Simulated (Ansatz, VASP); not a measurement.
# SnO in VASP and in Ansatz

```xyz
4
Lattice="3.8229 0.0006 0.0000 -0.0006 3.8229 0.0000 0.0000 0.0000 22.3616" Properties=species:S:1:pos:R:3 pbc="T T T"
Sn    2.9161    0.9072   10.0000
Sn    1.0043    2.8184   12.3616
O     1.0037    0.9078   11.1808
O     2.9148    2.8196   11.1808
```

Alike in both runs: functional PBE; dispersion D3(BJ); k mesh 7 × 7 × 1; occupations gaussian, width 0.05 eV; no spin polarisation.

Ansatz relaxed the structure, and its values are those at the end. VASP's run is a single point on that final structure, the one shown.

```csv
,VASP,Ansatz
version,VASP 6.6.1,Ansatz 0.2.0
potentials or method,"VASP PAW PBE potentials, release 64 (Sn_d, O), cutoff 520 eV","scalar-relativistic, plane waves, PAW"
valence electrons in the cell,40,40
```

```tsv
	VASP	Ansatz	Ansatz less VASP
gap on the k mesh at the Fermi level (eV)	3.06	3.07	+0.010
rms of the force components (eV/Å)	0.039	0.004	-0.0345
```

Ansatz's warnings: published levels not confirmed.
